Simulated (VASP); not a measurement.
Write the native input for VASP 6.6.1 that does the following.

```yaml
Task: single point
Functional: PBEsol
Dispersion: D3(BJ)
Potentials_or_basis: VASP PAW PBE potentials, release 64 (Pt, Se)
Cutoff: 520 eV
k_mesh: 15 × 15 × 10
Occupations: gaussian, width 0.1 eV
Spin: no spin polarisation
Dipole_correction: no
Further_INCAR_settings: ALGO = Normal; EDIFF = 1e-06; NBANDS = 18
```

The structure of PtSe2 (base) lies in POSCAR:

```
PtSe2
1.0
    3.7383544499     -0.0000000029      0.0000000000
   -1.8691772224      3.2375099234      0.0000000000
    0.0000000000      0.0000000000      4.6319270167
Pt Se
1 2
Direct
    0.0000000000      0.0000000000      0.0000000000
    0.6666666667      0.3333333333      0.7277740859
    0.3333333333      0.6666666667      0.2722259141
```

These files were run (other wordings do the same):

INCAR

```
PREC     = Accurate       # precision mode
ENCUT    = 520            # plane-wave cutoff, eV
EDIFF    = 1E-6           # SCF threshold, eV
ISMEAR   = 0              # smearing method
SIGMA    = 0.1            # smearing width, eV
LREAL    = F              # projectors in reciprocal space
LASPH    = T              # aspherical terms in the spheres
NELM     = 100            # most SCF steps
ALGO     = Normal         # electronic algorithm
ISIF     = 2              # what is computed and relaxed
LWAVE    = F              # write WAVECAR
LCHARG   = F              # write CHGCAR
GGA      = PS             # functional
IVDW     = 12             # dispersion correction
NBANDS   = 18             # bands
```

KPOINTS

```
regular mesh
0
Gamma
  15 15 10
```

Potentials or basis: VASP PAW PBE potentials, release 64 (Pt, Se).

Command:

```bash
$ cat potpaw_PBE.64/Pt/POTCAR potpaw_PBE.64/Se/POTCAR > POTCAR
$ mpirun -np 1 vasp_std > vasp.out
```

It gave:

```
Pressure                   : 0.1 GPa
Largest force              : 0.016 eV/Å
Band gap on the k mesh     : zero (band 11 reaches 8.24 eV, above the bottom of band 12 at 7.12 eV)
Dispersion energy per atom : -0.464 eV
```

Caveat: the PAW data sets were made with another functional, which shifts forces and pressure a little; spin-orbit coupling is left out, which moves the levels of the heavy elements; pairwise dispersion overbinds metals, which lowers pressure and volume.

Run time: 4.5 min on 1 thread of AMD EPYC 7R43 64-Core Processor (Zen 3), with other jobs on the host, peak memory 0.32 GiB.
